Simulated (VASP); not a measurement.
# Rh in VASP: further runs

Aim: see how the results for Rh move with the level of theory and the settings. Levels: BLYP, LDA. Tasks: single point.

Program: VASP 6.6.1. These are calculated values, not measurements. Logs are shortened: lines on timing, memory, paths and dates and some standing lists are left out, and cuts for length are marked.

## 1. The cell of the first run

The typed cell holds 1 atom: a = 2.714 Å, b = 2.641 Å, c = 2.656 Å, α = 60.78°, β = 59.98°, γ = 61.33°.

## 2. Single point, BLYP (the cell strained at random)

INCAR

```
SYSTEM = Rh
PREC = Accurate
ENCUT = 520
EDIFF = 1E-6
ISMEAR = 1
SIGMA = 0.1
LREAL = .FALSE.
LASPH = .TRUE.
NELM = 80
ALGO = Fast
ISIF = 2
LWAVE = .FALSE.
LCHARG = .FALSE.
GGA = B5
ALDAX = 1.0
AGGAX = 1.0
AGGAC = 1.0
ALDAC = 0.0
NBANDS = 14
```

KPOINTS

```
Automatic mesh
0
G
  12 12 12
  0 0 0
```

POSCAR

```
Rh
1.0
   -0.0423390000      1.9410510000      1.8970590000
    1.8652730000     -0.0146640000      1.8693830000
    1.8539150000      1.9020170000     -0.0033060000
Rh
1
Direct
    0.0000000000      0.0000000000      0.0000000000
```

Potentials or basis: VASP PAW PBE potentials, release 64 (Rh_pv).

The run is started by

```bash
$ cat potpaw_PBE.64/Rh_pv/POTCAR > POTCAR
$ mpirun -np 1 vasp_std > vasp.out
```

OUTCAR:

```text
SYSTEM = Rh
   PREC = Accurate
   ENCUT = 520
   EDIFF = 1E-6
   ISMEAR = 1
   LREAL = .FALSE.
   LASPH = .TRUE.
   NELM = 80
   ISIF = 2
   GGA = B5

 ion  position               nearest neighbor table
   1  0.000  0.000  0.000-

  LATTYP: Found a triclinic cell.
 ALAT       =     2.6796938539
 B/A-ratio  =     0.9855017175
 C/A-ratio  =     1.0019429534
 COS(alpha) =     0.0021023134
 COS(beta)  =     0.4812478552
 COS(gamma) =     0.5016589379

  Lattice vectors:

 A1 = (   0.0113580000,  -1.9166810000,   1.8726890000)
 A2 = (   1.8652730000,  -0.0146640000,   1.8693830000)
 A3 = (  -1.8962540000,   0.0390340000,   1.9003650000)

Analysis of symmetry for initial positions (statically):
=====================================================================
 Subroutine PRICEL returns:
 Original cell was already a primitive cell.

 Routine SETGRP: Setting up the symmetry group for a
 triclinic supercell.

 Subroutine GETGRP returns: Found  2 space group operations
 (whereof  2 operations were pure point group operations)
 out of a pool of  2 trial point group operations.

The static configuration has the point symmetry S_2 .

Analysis of symmetry for dynamics (positions and initial velocities):
=====================================================================
 Subroutine PRICEL returns:
 Original cell was already a primitive cell.

 Routine SETGRP: Setting up the symmetry group for a
 triclinic supercell.

 Subroutine GETGRP returns: Found  2 space group operations
 (whereof  2 operations were pure point group operations)
 out of a pool of  2 trial point group operations.

The dynamic configuration has the point symmetry S_2 .

 Subroutine INISYM returns: Found  2 space group operations
 (whereof  2 operations are pure point group operations),
 and found     1 'primitive' translations

----------------------------------------------------------------------------------------

                                     Primitive cell

  volume of cell :      13.6715

  direct lattice vectors                    reciprocal lattice vectors
    -0.042339000  1.941051000  1.897059000    -0.260070447  0.253947778  0.261490702
     1.865273000 -0.014664000  1.869383000     0.264393738 -0.257239474  0.269105550
     1.853915000  1.902017000 -0.003306000     0.267446122  0.264615013 -0.264782399

  length of vectors
[... 81 lines left out ...]
   LREAL  =      F    real-space projection
   EDIFFG = 0.1E-04   stopping-criterion for IOM
   NSW    =      0    number of steps for IOM
   IBRION =     -1    ionic relax: 0-MD 1-quasi-New 2-CG
   NFREE  =      0    steps in history (QN), initial steepest desc. (CG)
   ISIF   =      2    stress and relaxation
   ISYM   =      2    0-nonsym 1-usesym 2-fastsym
   POTIM  = 0.5000    time-step for ionic-motion
   TEBEG  =    0.0;   TEEND  =   0.0 temperature during run
   PSTRESS=    0.0 pullay stress
   NELECT =      15.0000    total number of electrons
   NUPDOWN=      -1.0000    fix difference up-down
   EMIN   =  10.00;   EMAX   =-10.00  energy-range for DOS
   EFERMI =   0.00;   METHOD = LEGACY
   ISMEAR =     1;   SIGMA  =   0.10  broadening in eV -4-tet -1-fermi 0-gaus
   EFERMI_NEDOS =   21; number of points for ismear=-14 and -15
   IALGO  =     68    algorithm
   IMIX   =      4    mixing-type and parameters
     AMIX     =   0.40;   BMIX     =  1.00
     AMIX_MAG =   1.60;   BMIX_MAG =  1.00
  volume/ion in A,a.u.               =      13.67        92.26
  Fermi-wavevector in a.u.,A,eV,Ry     =   1.688496  3.190794 38.790458  2.851018
  Thomas-Fermi vector in A             =   2.770792
   LORBIT       =      0    0 simple, 1 ext, 2 COOP (PROOUT), +10 PAW based schemes
   GGA     = B5    functional components
   LHFCALC =     F    Hartree Fock is set to
   AEXX    =    0.0000 exact exchange contribution
   IVDW    =     0    specifies the selected vdW correction
   LEPSILON=     F    determine dielectric tensor
   LRPA    =     F    only Hartree local field effects (RPA)
 non-spin polarized calculation
 RMM-DIIS sequential band-by-band and
 Methfessel and Paxton  Order N= 1 SIGMA  =   0.10
  energy-cutoff  :      520.00
  volume of cell :       13.67
 maximum number of plane-waves:       378
   NGX = 11   NGY =  9   NGZ =  9

 number of electron      15.0000001 magnetization

 Free energy of the ion-electron system (eV)
  ---------------------------------------------------
  ext. energy  EPLUGINS =         0.00000000
  ---------------------------------------------------
  free energy    TOTEN  =        -6.07035551 eV

  energy without entropy =       -6.07103927  energy(sigma->0) =       -6.07058343

 E-fermi :  12.5630     XC(G=0): -13.4174

 val. band max:       12.5629000801   @ k =   0.1667   0.3333   0.3333
 cond. band min:      12.5648803963   @ k =  -0.0000   0.1667   0.3333
 fundamental gap:      0.0019803162
 Fermi energy:        12.5629669692

 k-point     1 :       0.0000    0.0000    0.0000
  band No.  band energies     occupation
      1     -33.7013      2.00000
      2     -33.6875      2.00000
      3     -33.6774      2.00000
      4       4.7516      2.00000
      5       9.1304      2.00000
      6       9.4794      2.00000
      7       9.6254      2.00000
      8      11.3494      2.00000
      9      11.6718      2.00000
     10      28.8231      0.00000
     11      32.7654      0.00000
     12      33.4384      0.00000
     13      34.4141      0.00000
     14      34.7726      0.00000
[... 377 lines left out ...]
      1     -34.1353      2.00000
      2     -33.8269      2.00000
      3     -33.8096      2.00000
      4       7.1855      2.00000
      5       8.4456      2.00000
      6       9.5981      2.00000
      7      10.4970      2.00000
      8      12.4162      2.05817
      9      12.5806      0.70625
     10      26.9988      0.00000
     11      31.1725      0.00000
     12      32.7618      0.00000
     13      32.9128      0.00000
     14      34.3606      0.00000

 [... further k-points ...]
[... 5 lines left out ...]
  --------------------------------------------------------------------------------------
  -------------------------------------------------------------------------------------
  Total        2.1345243      1.5552170      2.0484922      0.4772863     -0.2154529      0.3217926
  in kB      250.1473610    182.2576694    240.0651557     55.9337314    -25.2491715     37.7112464
  external PRESSURE =     224.1567287 kB  Pullay stress =       0.0000000 kB

 VOLUME and BASIS-vectors are now :
 -----------------------------------------------------------------------------
  energy-cutoff  :      520.00
  volume of cell :       13.67
      direct lattice vectors                 reciprocal lattice vectors
    -0.042339000  1.941051000  1.897059000    -0.260070447  0.253947778  0.261490702
     1.865273000 -0.014664000  1.869383000     0.264393738 -0.257239474  0.269105550
     1.853915000  1.902017000 -0.003306000     0.267446122  0.264615013 -0.264782399

 POSITION                                       TOTAL-FORCE (eV/Angst)
 -----------------------------------------------------------------------------------
      0.00000      0.00000      0.00000         0.000000      0.000000      0.000000
 -----------------------------------------------------------------------------------
    total drift:                               -0.000000     -0.000000     -0.000000

  FREE ENERGIE OF THE ION-ELECTRON SYSTEM (eV)
  ---------------------------------------------------
  free  energy   TOTEN  =        -6.0703555053 eV

  energy  without entropy=       -6.0710392665  energy(sigma->0) =       -6.07058343
```

stdout:

```text
POSCAR found type information on POSCAR Rh
 POSCAR found :  1 types and       1 ions
 scaLAPACK will be used
 -----------------------------------------------------------------------------
|                                                                             |
|                                                                             |
|     You enforced a specific xc type in the INCAR file but a different       |
|     I HOPE YOU KNOW WHAT YOU ARE DOING!                                     |
|                                                                             |
 -----------------------------------------------------------------------------

 LDA part: xc-table for (Slater(with rela. corr.)+VWN5), standard interpolation
 POSCAR, INCAR and KPOINTS ok, starting setup
 FFT: planning ... GRIDC
 FFT: planning ... GRID_SOFT
 FFT: planning ... GRID
 WAVECAR not read
 entering main loop
WARNING in EDDRMM: call to ZHEGV failed, returncode =   6  3     14
WARNING in EDDRMM: call to ZHEGV failed, returncode =   8  4     13
```

Wall time 3.3 min (1 thread of AMD EPYC 7R13, shared host); peak memory 0.22 GiB.

Results:

* Free energy: -6.0704 eV
* Pressure: 22.4 GPa

Caveat: the cell differs from its parent crystal (the cell strained at random); the PAW data sets were made with another functional, which shifts forces and pressure a little.

## 3. Single point, LDA (volume scaled by 0.94)

INCAR

```
SYSTEM = Rh
PREC = Accurate ; ENCUT = 520
EDIFF = 1E-6 ; ISMEAR = -1
SIGMA = 0.05 ; LREAL = .False.
LASPH = .True. ; NELM = 100
ALGO = Normal ; ISIF = 2
LWAVE = .False. ; LCHARG = .False.
NBANDS = 14
```

KPOINTS

```
regular mesh
0
Gamma
  12 12 12
  0 0 0
```

POSCAR

```
Rh
1.0
    0.0000000000      1.8591074964      1.8591074964
    1.8591074964      0.0000000000      1.8591074964
    1.8591074964      1.8591074964      0.0000000000
Rh
1
Direct
    0.0000000000      0.0000000000      0.0000000000
```

Potentials or basis: VASP PAW LDA potentials, release 64 (Rh_pv).

The run is started by

```bash
$ cat potpaw_LDA.64/Rh_pv/POTCAR > POTCAR
$ mpirun -np 1 vasp_std > vasp.out
```

Wall time 6.5 s (1 thread of Intel Xeon Platinum 8375C at 2.90GHz (Ice Lake), shared host); peak memory 0.12 GiB.

It converged, with:

```
Free energy : -8.6790 eV
Pressure    : 10.6 GPa
```

Levels at points of the mesh, in eV from the Fermi level:
| k point | band 3 | band 4 | band 5 | band 6 | band 7 | band 8 | band 9 | band 10 | band 11 | band 12 |
| --- | --- | --- | --- | --- | --- | --- | --- | --- | --- | --- |
| (0.00, 0.00, 0.00) | -46.32 | -8.55 | -3.48 | -3.48 | -3.48 | -1.12 | -1.12 | 15.85 | 20.10 | 21.65 |
| (0.50, 0.00, 0.00) | -46.45 | -6.78 | -3.56 | -3.56 | 0.61 | 0.62 | 0.62 | 9.29 | 15.40 | 20.10 |
| (0.50, 0.50, 0.00) | -46.66 | -7.04 | -6.66 | 0.61 | 1.09 | 1.09 | 3.28 | 13.11 | 13.59 | 13.59 |

## 4. Single point, LDA (volume scaled by 0.96)

INCAR

```
SYSTEM = Rh
PREC = Accurate
ENCUT = 520
EDIFF = 1E-6
ISMEAR = -1
SIGMA = 0.05
LREAL = .FALSE.
LASPH = .TRUE.
NELM = 100
ALGO = Normal
ISIF = 2
LWAVE = .FALSE.
LCHARG = .FALSE.
NBANDS = 14
```

KPOINTS

```
regular mesh
0
G
  12 12 12
  0 0 0
```

POSCAR

```
Rh
1.0
    0.0000000000      1.8722002341      1.8722002341
    1.8722002341      0.0000000000      1.8722002341
    1.8722002341      1.8722002341      0.0000000000
Rh
1
Direct
    0.0000000000      0.0000000000      0.0000000000
```

Potentials or basis: VASP PAW LDA potentials, release 64 (Rh_pv).

The run is started by

```bash
$ cat potpaw_LDA.64/Rh_pv/POTCAR > POTCAR
$ mpirun -np 1 vasp_std > vasp.out
```

OUTCAR:

```text
SYSTEM = Rh
   PREC = Accurate
   ENCUT = 520
   EDIFF = 1E-6
   ISMEAR = -1
   LREAL = .FALSE.
   LASPH = .TRUE.
   NELM = 100
   ISIF = 2

 ion  position               nearest neighbor table
   1  0.000  0.000  0.000-

  LATTYP: Found a face centered cubic cell.
 ALAT       =     3.7444004682

  Lattice vectors:

 A1 = (   0.0000000000,   1.8722002341,   1.8722002341)
 A2 = (   1.8722002341,   0.0000000000,   1.8722002341)
 A3 = (   1.8722002341,   1.8722002341,   0.0000000000)

Analysis of symmetry for initial positions (statically):
[... 577 lines left out ...]
      8      12.8638      0.01174
      9      16.8723      0.00000
     10      21.7157      0.00000
     11      28.8571      0.00000
     12      31.7695      0.00000
     13      32.7752      0.00000
     14      33.5690      0.00000

 [... further k-points ...]
[... 5 lines left out ...]
  --------------------------------------------------------------------------------------
  -------------------------------------------------------------------------------------
  Total        0.2617836      0.2617836      0.2617836      0.0000000      0.0000000      0.0000000
  in kB       31.9570158     31.9570158     31.9570158      0.0000000      0.0000000      0.0000000
  external PRESSURE =      31.9570158 kB  Pullay stress =       0.0000000 kB

 VOLUME and BASIS-vectors are now :
 -----------------------------------------------------------------------------
  energy-cutoff  :      520.00
  volume of cell :       13.12
      direct lattice vectors                 reciprocal lattice vectors
     0.000000000  1.872200234  1.872200234    -0.267065451  0.267065451  0.267065451
     1.872200234  0.000000000  1.872200234     0.267065451 -0.267065451  0.267065451
     1.872200234  1.872200234  0.000000000     0.267065451  0.267065451 -0.267065451

 POSITION                                       TOTAL-FORCE (eV/Angst)
 -----------------------------------------------------------------------------------
      0.00000      0.00000      0.00000         0.000000      0.000000      0.000000
 -----------------------------------------------------------------------------------
    total drift:                                0.000000     -0.000000      0.000000

  FREE ENERGIE OF THE ION-ELECTRON SYSTEM (eV)
  ---------------------------------------------------
  free  energy   TOTEN  =        -8.6908287910 eV

  energy  without entropy=       -8.6832875587  energy(sigma->0) =       -8.68705817
```

stdout:

```text
POSCAR found type information on POSCAR Rh
 POSCAR found :  1 types and       1 ions
 scaLAPACK will be used
 LDA part: xc-table for (Slater(with rela. corr.)+CA(PZ))
 , standard interpolation
 POSCAR, INCAR and KPOINTS ok, starting setup
 FFT: planning ... GRIDC
 FFT: planning ... GRID_SOFT
 FFT: planning ... GRID
 WAVECAR not read
 entering main loop
```

It took 6.6 s on 1 thread of Intel Xeon Platinum 8375C at 2.90GHz (Ice Lake), shared host; peak memory 0.13 GiB.

What came out:

| Quantity | Value |
| --- | --- |
| Free energy | -8.6908 eV |
| Pressure | 3.2 GPa |

(Part 1 of 2 ends here.)
